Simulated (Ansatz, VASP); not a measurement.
**Re in VASP and in Ansatz**

File INCAR:

```
SYSTEM = Re
ALGO = Normal
EDIFF = 1E-6
ENCUT = 520
ISIF = 2
ISMEAR = -1
LASPH = .True.
LCHARG = .False.
LREAL = .False.
LWAVE = .False.
NBANDS = 14
NELM = 100
PREC = Accurate
SIGMA = 0.05
```

KPOINTS

```
k-points
0
Gamma
  11 11 6
  0 0 0
```

File POSCAR:

```
Re
1.0
    2.7234873179      0.0000000000      0.0000000000
   -1.3617436590      2.3586092042      0.0000000000
    0.0000000000      0.0000000000      4.3979466679
Re
2
Direct
    0.6666666667      0.3333333333      0.7500000000
    0.3333333333      0.6666666667      0.2500000000
```

File input.yaml:

```yaml
crystal:
  lattice:
    - [2.7234873179, 0.0, 0.0]
    - [-1.361743659, 2.3586092042, 0.0]
    - [0.0, 0.0, 4.3979466679]
  atoms:
    - { symbol: Re, position: [0.6666666667, 0.3333333333, 0.75] }
    - { symbol: Re, position: [0.3333333333, 0.6666666667, 0.25] }
hamiltonian:
  xc: lda
  pseudopotentials: { kind: paw }
kpoints:
  mp_grid: { grid: [11, 11, 6] }
scf:
  occupations: { method: fermi_dirac, width: 0.05 }
output:
  forces: true
  stress: true
  eigenvalues: true
  write_density: true
  write_potential: true
  elf: true
  volumetric_format: npy
```

Alike in both runs: task single point; functional LDA; k mesh 11 × 11 × 6; occupations fermi-dirac, width 0.05 eV; no spin polarisation.

|  | VASP | Ansatz |
| --- | --- | --- |
| version | VASP 6.6.1 | Ansatz 0.2.0 |
| potentials or method | VASP PAW LDA potentials, release 64 (Re) | Ansatz PAW |
| plane-wave cutoff (eV) | 520 | 420 |
| valence electrons in the cell | 14 | 30 |

```tsv
	VASP	Ansatz	Ansatz less VASP
gap on the k mesh at the Fermi level (eV)	none	none	-
pressure (GPa)	7.7	5.9	-1.77
traceless stress, the component that is largest in VASP (GPa)	-0.29	-0.18	+0.104
```

LDA's correlation is that of Perdew and Zunger in VASP and of Perdew and Wang (1992) in Ansatz. A gap of «none» marks a metal or a gap that the smearing closes. VASP's potentials hold 14 valence electrons a cell and Ansatz's 30, so a difference there can come from the potentials and not from the codes.

Neither program's run includes spin-orbit coupling.
